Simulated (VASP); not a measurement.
# YBe (P4/mmm) in VASP: a series of runs

YBe is run at these levels: PBE; tasks: single point, relaxation of cell and atoms.

Program: VASP 6.6.1. These are calculated values, not measurements. Logs are shortened: lines on timing, memory, paths and dates and some standing lists are left out, and cuts for length are marked.

### 1 The cell of the first run

The structure is tetragonal, space group P4/mmm (No. 123). Conventional cell: a = 3.014 Å, b = 3.014 Å, c = 3.951 Å, α = 90.00°, β = 90.00°, γ = 90.00°. Y (site symmetry 4/mmm) has 8 Be at 2.91 Å and 4 Y at 3.01 Å within 3.8 Å. Be (site symmetry 4/mmm) has 8 Y at 2.91 Å and 4 Be at 3.01 Å within 3.8 Å.

### 2 Single point, PBE

INCAR

```
ALGO = Normal
EDIFF = 1E-6
ENCUT = 520
GGA = PE
ISIF = 2
ISMEAR = 0
LASPH = True
LCHARG = False
LREAL = False
LWAVE = False
NBANDS = 14
NELM = 80
PREC = Accurate
SIGMA = 0.1
```

KPOINTS

```
k-points
0
Gamma
  6 6 4
```

POSCAR

```
YBe
1.0
    3.0142522510      0.0000000000      0.0000000000
    0.0000000000      3.0142522510      0.0000000000
    0.0000000000      0.0000000000      3.9508234861
Y Be
1 1
Direct
    0.5000000000      0.5000000000      0.5000000000
    0.0000000000      0.0000000000      0.0000000000
```

Potentials or basis: VASP PAW PBE potentials, release 64 (Y_sv, Be).

The run is started by

```bash
> cat potpaw_PBE.64/Y_sv/POTCAR potpaw_PBE.64/Be/POTCAR > POTCAR
> mpirun -np 1 vasp_std > vasp.out
```

OUTCAR:

```text
EDIFF = 1E-6
   ENCUT = 520
   GGA = PE
   ISIF = 2
   ISMEAR = 0
   LASPH = True
   LREAL = False
   NELM = 80
   PREC = Accurate

 ion  position               nearest neighbor table
   1  0.500  0.500  0.500-   2 2.91   2 2.91   2 2.91   2 2.91   2 2.91   2 2.91   2 2.91   2 2.91

   2  0.000  0.000  0.000-   1 2.91   1 2.91   1 2.91   1 2.91   1 2.91   1 2.91   1 2.91   1 2.91

  LATTYP: Found a simple tetragonal cell.
 ALAT       =     3.0142522510
 C/A-ratio  =     1.3107142857

  Lattice vectors:

 A1 = (   3.0142522510,   0.0000000000,   0.0000000000)
 A2 = (   0.0000000000,   3.0142522510,   0.0000000000)
 A3 = (   0.0000000000,   0.0000000000,   3.9508234861)

Analysis of symmetry for initial positions (statically):
=====================================================================
 Subroutine PRICEL returns:
 Original cell was already a primitive cell.

 Routine SETGRP: Setting up the symmetry group for a
 simple tetragonal supercell.

 Subroutine GETGRP returns: Found 16 space group operations
 (whereof 16 operations were pure point group operations)
 out of a pool of 16 trial point group operations.

The static configuration has the point symmetry D_4h.

Analysis of symmetry for dynamics (positions and initial velocities):
=====================================================================
 Subroutine PRICEL returns:
 Original cell was already a primitive cell.

 Routine SETGRP: Setting up the symmetry group for a
 simple tetragonal supercell.

 Subroutine GETGRP returns: Found 16 space group operations
 (whereof 16 operations were pure point group operations)
 out of a pool of 16 trial point group operations.

The dynamic configuration has the point symmetry D_4h.

 Subroutine INISYM returns: Found 16 space group operations
 (whereof 16 operations are pure point group operations),
 and found     1 'primitive' translations

----------------------------------------------------------------------------------------

                                     Primitive cell

  volume of cell :      35.8961

  direct lattice vectors                    reciprocal lattice vectors
     3.014252251  0.000000000  0.000000000     0.331757238  0.000000000  0.000000000
     0.000000000  3.014252251  0.000000000     0.000000000  0.331757238  0.000000000
     0.000000000  0.000000000  3.950823486     0.000000000  0.000000000  0.253111789

  length of vectors
     3.014252251  3.014252251  3.950823486     0.331757238  0.331757238  0.253111789

  position of ions in fractional coordinates (direct lattice)
     0.500000000  0.500000000  0.500000000
     0.000000000  0.000000000  0.000000000
[... 84 lines left out ...]
   ISYM   =      2    0-nonsym 1-usesym 2-fastsym
   POTIM  = 0.5000    time-step for ionic-motion
   TEBEG  =    0.0;   TEEND  =   0.0 temperature during run
   PSTRESS=    0.0 pullay stress
   NELECT =      13.0000    total number of electrons
   NUPDOWN=      -1.0000    fix difference up-down
   EMIN   =  10.00;   EMAX   =-10.00  energy-range for DOS
   EFERMI =   0.00;   METHOD = LEGACY
   ISMEAR =     0;   SIGMA  =   0.10  broadening in eV -4-tet -1-fermi 0-gaus
   EFERMI_NEDOS =   21; number of points for ismear=-14 and -15
   IALGO  =     38    algorithm
   IMIX   =      4    mixing-type and parameters
     AMIX     =   0.40;   BMIX     =  1.00
     AMIX_MAG =   1.60;   BMIX_MAG =  1.00
  volume/ion in A,a.u.               =      17.95       121.12
  Fermi-wavevector in a.u.,A,eV,Ry     =   1.166918  2.205155 18.527021  1.361698
  Thomas-Fermi vector in A             =   2.303425
   LORBIT       =      0    0 simple, 1 ext, 2 COOP (PROOUT), +10 PAW based schemes
   GGA     = PE    functional components
   LHFCALC =     F    Hartree Fock is set to
   AEXX    =    0.0000 exact exchange contribution
   IVDW    =     0    specifies the selected vdW correction
   LEPSILON=     F    determine dielectric tensor
   LRPA    =     F    only Hartree local field effects (RPA)
 non-spin polarized calculation
 Gauss-broadening in eV      SIGMA  =   0.10
  energy-cutoff  :      520.00
  volume of cell :       35.90
 maximum number of plane-waves:       991
 NGX is ok and might be reduce to    24
   NGX = 11   NGY = 11   NGZ = 15

 number of electron      13.0000001 magnetization

 Free energy of the ion-electron system (eV)
  ---------------------------------------------------
  ext. energy  EPLUGINS =         0.00000000
  ---------------------------------------------------
  free energy    TOTEN  =        -9.65645617 eV

  energy without entropy =       -9.65227119  energy(sigma->0) =       -9.65436368

 E-fermi :   4.0242     XC(G=0): -10.2570

 val. band max:        3.9744639553   @ k =   0.0000   0.0000   0.5000
 cond. band min:       4.1031414628   @ k =   0.5000   0.0000   0.5000
 fundamental gap:      0.1286775075
 Fermi energy:         4.0241671816

 k-point     1 :       0.0000    0.0000    0.0000
  band No.  band energies     occupation
      1     -38.0170      2.00000
      2     -17.9218      2.00000
      3     -17.4267      2.00000
      4     -17.4267      2.00000
      5      -2.2118      2.00000
      6       3.3549      2.00000
      7       3.7285      1.99997
      8       6.0081      0.00000
      9       9.4668      0.00000
     10       9.4668      0.00000
     11      10.5311      0.00000
     12      10.5311      0.00000
     13      11.1372      0.00000
     14      15.7428      0.00000
[... 377 lines left out ...]
      1     -37.8442      2.00000
      2     -18.7901      2.00000
      3     -17.8694      2.00000
      4     -17.2846      2.00000
      5       0.5281      2.00000
      6       3.4975      2.00000
      7       4.1031      0.26405
      8       4.7214      0.00000
      9       7.8324      0.00000
     10       9.2394      0.00000
     11       9.3804      0.00000
     12      12.0533      0.00000
     13      12.3489      0.00000
     14      14.9005      0.00000

 [... further k-points ...]
[... 5 lines left out ...]
  --------------------------------------------------------------------------------------
  -------------------------------------------------------------------------------------
  Total        2.6758833      2.6758833     -0.8902636      0.0000000     -0.0000000      0.0000000
  in kB      119.4348120    119.4348120    -39.7358366      0.0000000     -0.0000000      0.0000000
  external PRESSURE =      66.3779291 kB  Pullay stress =       0.0000000 kB

 VOLUME and BASIS-vectors are now :
 -----------------------------------------------------------------------------
  energy-cutoff  :      520.00
  volume of cell :       35.90
      direct lattice vectors                 reciprocal lattice vectors
     3.014252251  0.000000000  0.000000000     0.331757238  0.000000000  0.000000000
     0.000000000  3.014252251  0.000000000     0.000000000  0.331757238  0.000000000
     0.000000000  0.000000000  3.950823486     0.000000000  0.000000000  0.253111789

 POSITION                                       TOTAL-FORCE (eV/Angst)
 -----------------------------------------------------------------------------------
      1.50713      1.50713      1.97541         0.000000      0.000000      0.000000
      0.00000      0.00000      0.00000         0.000000      0.000000      0.000000
 -----------------------------------------------------------------------------------
    total drift:                                0.000000      0.000000     -0.000000

  FREE ENERGIE OF THE ION-ELECTRON SYSTEM (eV)
  ---------------------------------------------------
  free  energy   TOTEN  =        -9.6564561688 eV

  energy  without entropy=       -9.6522711878  energy(sigma->0) =       -9.65436368
```

Run time: 10 s. Hardware: 1 thread of Intel Xeon 6975P-C, shared host; peak memory 0.17 GiB.

What came out:

* Free energy: -9.6565 eV
* Pressure: 6.6 GPa

Levels at points of the mesh, in eV from the Fermi level:
| k point | band 4 | band 5 | band 6 | band 7 | band 8 | band 9 | band 10 | band 11 |
| --- | --- | --- | --- | --- | --- | --- | --- | --- |
| (0.00, 0.00, 0.00) | -21.45 | -6.24 | -0.67 | -0.30 | 1.98 | 5.44 | 5.44 | 6.51 |
| (0.50, 0.00, 0.00) | -21.32 | -2.92 | -1.88 | -0.73 | 0.84 | 3.18 | 6.14 | 7.28 |
| (0.50, 0.50, 0.00) | -21.59 | -3.06 | 0.82 | 0.82 | 1.72 | 1.76 | 1.76 | 4.42 |
| (0.00, 0.00, 0.50) | -21.44 | -3.72 | -3.65 | -0.05 | 3.39 | 3.39 | 3.53 | 7.18 |
| (0.50, 0.00, 0.50) | -21.31 | -3.50 | -0.53 | 0.08 | 0.70 | 3.81 | 5.22 | 5.36 |
| (0.50, 0.50, 0.50) | -21.70 | -2.70 | -1.74 | -1.74 | 2.17 | 6.15 | 6.38 | 7.91 |

Caveat: the k points lie up to 0.40 Å⁻¹ apart.

### 3 Relaxation of cell and atoms, PBE

INCAR

```
SYSTEM = YBe
  PREC = Accurate
  ENCUT = 600
  EDIFF = 1E-6
  ISMEAR = 0
  SIGMA = 0.1
  LREAL = .False.
  LASPH = .True.
  NELM = 60
  ALGO = Fast
  ISIF = 3
  LWAVE = .False.
  LCHARG = .False.
  GGA = PE
  IBRION = 2
  NSW = 90
  EDIFFG = -0.04
```

KPOINTS

```
Automatic mesh
0
Gamma
  6 6 4
  0 0 0
```

POSCAR is that of step 2.

Potentials or basis: VASP PAW PBE potentials, release 64 (Y_sv, Be).

The run is started by

```bash
> cat potpaw_PBE.64/Y_sv/POTCAR potpaw_PBE.64/Be/POTCAR > POTCAR
> mpirun -np 1 vasp_std > vasp.out
```

Wall time 2 min (1 thread of Intel Xeon 6975P-C, shared host); peak memory 0.17 GiB.

Results (log left out):

```
Free energy                            : -10.0262 eV
Relaxed volume                         : 19.74 Å³/atom
Relaxed cell                           : a = 3.341 Å, b = 3.341 Å, c = 3.538 Å, α = 90.00°, β = 90.00°, γ = 90.00°
Space group after relaxing (to 0.05 Å) : P4/mmm (No. 123)
Energy gained by relaxing              : 184.7 meV/atom
Ionic steps                            : 9
Pressure after relaxing                : 0.1 GPa
```

Stress tensor (GPa, compression positive):
```
0.09 0.00 0.00
0.00 0.09 0.00
0.00 0.00 0.23
```

Step by step:
```
step  energy change (eV)  largest force (eV/Å)  pressure (GPa)  volume (Å³)
   1              0.0000                0.0000            6.63        35.90
   2             -0.2508                0.0000           -0.10        39.80
   3             -0.2409                0.0000           -6.63        45.24
   4             -0.2983                0.0000           -3.39        42.22
   5             -0.3653                0.0000           -1.30        40.54
   6             -0.3666                0.0000           -1.12        40.34
   7             -0.3655                0.0000           -0.56        39.92
   8             -0.3667                0.0000           -0.98        40.23
   9             -0.3695                0.0000            0.14        39.49
```

Final structure:
```cif
data_structure
_symmetry_space_group_name_H-M 'P 1'
_symmetry_Int_Tables_number 1
_cell_length_a 3.3409
_cell_length_b 3.3409
_cell_length_c 3.5379
_cell_angle_alpha 90.000
_cell_angle_beta 90.000
_cell_angle_gamma 90.000
_cell_volume 39.49
loop_
_atom_site_label
_atom_site_type_symbol
_atom_site_fract_x
_atom_site_fract_y
_atom_site_fract_z
_atom_site_occupancy
Y1 Y 0.50000 0.50000 0.50000 1
Be1 Be 0.00000 0.00000 0.00000 1
```

Levels at points of the mesh, in eV from the Fermi level:
```csv
k point,band 4,band 5,band 6,band 7,band 8,band 9
"(0.00, 0.00, 0.00)",-22.03,-6.22,-0.19,-0.16,3.52,4.91
"(0.50, 0.00, 0.00)",-21.97,-3.26,-2.72,0.79,0.92,1.78
"(0.50, 0.50, 0.00)",-21.97,-3.21,0.03,0.03,0.50,2.72
"(0.00, 0.00, 0.50)",-22.00,-3.41,-3.13,0.53,1.78,1.78
"(0.50, 0.00, 0.50)",-21.94,-3.39,-0.28,0.00,0.13,3.16
"(0.50, 0.50, 0.50)",-22.30,-2.18,-2.05,-2.05,1.30,5.93
```

Caveat: the k points lie up to 0.44 Å⁻¹ apart in the final cell.
